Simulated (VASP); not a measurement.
Cu2O:

```
Cu O
1.0
     4.26000    0.00000    0.00000
     0.00000    4.26000    0.00000
     0.00000    0.00000    4.26000
Cu O
4 2
Direct
  0.25000 0.25000 0.25000
  0.25000 0.75000 0.75000
  0.75000 0.75000 0.25000
  0.75000 0.25000 0.75000
  0.00000 0.00000 0.00000
  0.50000 0.50000 0.50000
```

```yaml
Program: VASP 6.6.1
Task: relaxation of cell and atoms
Functional: RPBE
Potentials_or_basis: VASP PAW PBE potentials, release 64 (Cu, O)
Cutoff: 600 eV
k_mesh: 6 × 6 × 6
Occupations: gaussian, width 0.01 eV
Spin: no spin polarisation
```

At the start: pressure 8.2 GPa; volume 12.88 Å³/atom.

**Question.** Where does the relaxation end?

**Answer.** Over 3 steps the energy falls by 23.2 meV/atom and the volume is 13.85 Å³/atom (+7.5 %); space group Pn-3m (No. 224, to 0.1 Å) before and after.

The path:
```
step  energy change (eV)  largest force (eV/Å)  pressure (GPa)  volume (Å³)
   1              0.0000                0.0000            8.24        77.31
   2             -0.1275                0.0000           -2.00        84.97
   3             -0.1394                0.0000            0.02        83.09
```

Final structure:
```
Cu O
1.0
     4.36373    0.00000    0.00000
     0.00000    4.36373    0.00000
     0.00000    0.00000    4.36373
Cu O
4 2
Direct
  0.25000 0.25000 0.25000
  0.25000 0.75000 0.75000
  0.75000 0.75000 0.25000
  0.75000 0.25000 0.75000
  0.00000 0.00000 0.00000
  0.50000 0.50000 0.50000
```

Caveat: the PAW data sets were made with another functional, which shifts forces and pressure a little.
